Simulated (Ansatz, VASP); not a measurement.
PtSe2 in VASP and in Ansatz

The input POSCAR:

```
PtSe2
1.0
    5.6291889515      0.0000000000      0.0000000000
    0.0000000000      5.6291889515      0.0000000000
    0.0000000000      0.0000000000      3.9000877298
Pt Se
2 4
Direct
    0.0000000000      0.0000000000      0.0000000000
    0.5000000000      0.5000000000      0.5000000000
    0.3092310864      0.3092310864      0.0000000000
    0.1907689136      0.8092310864      0.5000000000
    0.8092310864      0.1907689136      0.5000000000
    0.6907689136      0.6907689136      0.0000000000
```

The input INCAR.step1:

```
PREC = Accurate
ENCUT = 520
ISMEAR = -1
SIGMA = 0.02
LREAL = False
LASPH = True
NELM = 60
NBANDS = 31
GGA = PE
ALGO = Normal
EDIFF = 1E-4
LWAVE = True
LCHARG = False
```

INCAR.step2

```
PREC = Accurate
ENCUT = 520
EDIFF = 1E-7
ISMEAR = -1
SIGMA = 0.02
LREAL = False
LASPH = True
NELM = 60
ALGO = Normal
ISIF = 2
LWAVE = False
LCHARG = True
METAGGA = R2SCAN
LMIXTAU = True
LELF = True
LVHAR = True
NBANDS = 31
ISTART = 1
```

File KPOINTS:

```
Automatic mesh
0
Gamma
  4 4 6
```

Input for Ansatz:

```yaml
crystal:
  lattice:
    - [5.6291889515, 0.0, 0.0]
    - [0.0, 5.6291889515, 0.0]
    - [0.0, 0.0, 3.9000877298]
  atoms:
    - { symbol: Pt, position: [0.0, 0.0, 0.0] }
    - { symbol: Pt, position: [0.5, 0.5, 0.5] }
    - { symbol: Se, position: [0.3092310864, 0.3092310864, 0.0] }
    - { symbol: Se, position: [0.1907689136, 0.8092310864, 0.5] }
    - { symbol: Se, position: [0.8092310864, 0.1907689136, 0.5] }
    - { symbol: Se, position: [0.6907689136, 0.6907689136, 0.0] }
kpoints:
  mp_grid: { grid: [4, 4, 6] }
hamiltonian:
  xc: r2scan
scf:
  occupations: { method: fermi_dirac, width: 0.02 }
  n_extra_bands: 5
output:
  forces: true
  stress: true
  eigenvalues: true
```

Alike in both runs: task single point; functional r2SCAN; k mesh 4 × 4 × 6; occupations fermi-dirac, width 0.02 eV; no spin polarisation.

|  | VASP | Ansatz |
| --- | --- | --- |
| version | VASP 6.6.1 | Ansatz 0.2.0 |
| potentials or method | VASP PAW PBE potentials, release 64 (Pt, Se) | plane waves, PAW |
| plane-wave cutoff (eV) | 520 | 500 |
| valence electrons in the cell | 44 | 100 |

```tsv
	VASP	Ansatz	Ansatz less VASP
pressure (GPa)	7.6	7.5	-0.10
traceless stress, the component that is largest in VASP (GPa)	1.93	1.92	-0.004
rms of the force components (eV/Å)	0.085	0.086	+0.0009
```

VASP's potentials were made for PBE, not for r2SCAN. Atom by atom the forces differ by 0.001 eV/Å (rms over components). With one functional, cell and mesh, what is left measures potentials, basis and numerics. VASP's potentials hold 44 valence electrons a cell and Ansatz's 100, so a difference there can come from the potentials and not from the codes.

Neither program's run includes spin-orbit coupling.
